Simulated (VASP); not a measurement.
Write the native input for VASP 6.6.1 that does the following.

```yaml
Task: single point
Functional: PBE
Potentials_or_basis: VASP PAW PBE potentials, release 64 (Hf_pv)
Cutoff: 520 eV
k_mesh: 12 × 12 × 7
Occupations: methfessel-paxton, width 0.05 eV
Spin: no spin polarisation
Dipole_correction: no
Further_INCAR_settings: ALGO = Normal; EDIFF = 1e-07; NBANDS = 17
```

The structure of Hf lies in POSCAR:

```
Hf
1.0
    3.2387666662      0.0000000000      0.0000000000
   -1.6193833331      2.8048507567      0.0000000000
    0.0000000000      0.0000000000      5.1243576326
Hf
2
Direct
    0.3333333333      0.6666666667      0.2500000000
    0.6666666667      0.3333333333      0.7500000000
```

These files were run (other wordings do the same):

INCAR

```
PREC = Accurate
ENCUT = 520
EDIFF = 1E-7
ISMEAR = 1
SIGMA = 0.05
LREAL = False
LASPH = True
NELM = 100
ALGO = Normal
ISIF = 2
LWAVE = False
LCHARG = False
GGA = PE
NBANDS = 17
```

KPOINTS

```
regular mesh
0
Gamma
  12 12 7
```

Potentials or basis: VASP PAW PBE potentials, release 64 (Hf_pv).

Command:

```bash
$ cat potpaw_PBE.64/Hf_pv/POTCAR > POTCAR
$ mpirun -np 1 vasp_std > vasp.out
```

It gave:

The pressure is -3.7 GPa. The band gap on the k mesh is zero (band 10 reaches 5.81 eV, above the bottom of band 11 at 4.30 eV).

Caveat: spin-orbit coupling is left out, which moves the levels of the heavy elements.

Wall time 15 s on 1 thread of Intel(R) Xeon(R) 6975P-C (Granite Rapids), with other jobs on the host, peak memory 0.19 GiB.
